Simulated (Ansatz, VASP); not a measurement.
## One calculation of WC, two programs

```
W C
1.0
     0.00000    2.17269    2.17269
     2.19441    0.00000    2.17269
     2.19441    2.17269    0.00000
W C
1 1
Direct
  0.00000 0.00000 0.00000
  0.50000 0.50000 0.50000
```

Change from the starting cell: strain +0.0100 x Voigt [1, 0, 0, 0, 0, 0], atoms carried along.

Alike in both runs: task single point; functional PBEsol; k mesh 24 × 24 × 24; occupations gaussian, width 0.15 eV; no spin polarisation.

|  | VASP | Ansatz |
| --- | --- | --- |
| version | VASP 6.6.1 | Ansatz 0.2.0 |
| potentials or method | VASP PAW PBE potentials, release 64 (W_sv, C), cutoff 520 eV | scalar-relativistic, plane waves, PAW |
| valence electrons in the cell | 18 | 18 |

Ansatz gave:

* gap on the k mesh at the Fermi level (eV): none
* pressure (GPa): -3.7
* traceless stress, the component that is largest in VASP (GPa): -3.86

Task: Which values does VASP return?

Result: gap on the k mesh at the Fermi level (eV): none; pressure (GPa): -2.6; traceless stress, the component that is largest in VASP (GPa): -3.89.

VASP's potentials were made for PBE, not for PBEsol. A gap of «none» marks a metal or a gap that the smearing closes.

Spin-orbit coupling is off throughout.
